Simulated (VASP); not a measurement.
# BN: single point with PBE+D3(BJ)

The system is BN.

```
B N
1.0
     2.50611    0.00000    0.00000
    -1.25306    2.17036    0.00000
     0.00000    0.00000    6.59240
B N
2 2
Direct
  0.99016 0.98033 0.50000
  0.32986 0.65972 0.00000
  0.00268 0.00536 0.00000
  0.67426 0.34852 0.50000
```

This cell differs from its parent crystal: atoms displaced along a vibrational mode.

| Property | Result |
| --- | --- |
| Program | VASP 6.6.1 |
| Task | single point |
| Functional | PBE |
| Dispersion | D3(BJ) |
| Potentials or basis | VASP PAW PBE potentials, release 64 (B, N) |
| Cutoff | 520 eV |
| k mesh | 12 × 12 × 4 |
| Occupations | methfessel-paxton, width 0.05 eV |
| Spin | no spin polarisation |

- Pressure: 1.4 GPa
- Largest force: 3.493 eV/Å
- Band gap on the k mesh: 4.12 eV (least direct gap 4.49 eV)
- Dispersion energy per atom: -0.142 eV

Forces in eV/Å, atoms in the order of the input:
```
B    0.000  3.492  0.000
B    0.000  1.142  0.000
N    0.000 -1.142  0.000
N    0.000 -3.493  0.000
```

Stress tensor (GPa, compression positive):
```
-4.19  0.00  0.00
 0.00  8.47  0.00
 0.00  0.00 -0.15
```

Levels at points of the mesh, in eV from the valence-band top:
```csv
k point,band 6,band 7,band 8,band 9,band 10,band 11
"(0.00, 0.00, 0.00)",-1.69,-1.08,-0.42,5.27,10.32,10.50
"(0.50, 0.00, 0.00)",-4.21,-1.41,-0.75,4.54,5.81,9.51
"(0.00, 0.50, 0.00)",-3.64,-1.12,-0.51,4.12,5.12,9.68
"(0.00, 0.00, 0.50)",-1.69,-1.08,-0.42,7.64,7.67,10.50
"(0.50, 0.00, 0.50)",-4.23,-1.03,-1.03,4.76,5.03,9.71
"(0.00, 0.50, 0.50)",-3.65,-0.88,-0.61,4.22,4.47,9.89
```

Run time: 110 s on 1 thread of Intel Xeon 8259CL, on a shared host, peak memory 0.2 GiB.

Caveat: the cell differs from its parent crystal (atoms displaced along a vibrational mode); the stress differs along the axes, from -4 to 8 GPa; forces of over 1 eV/Å act on the atoms, so gaps and moduli don't describe the material at rest. A k mesh can miss the band edges.
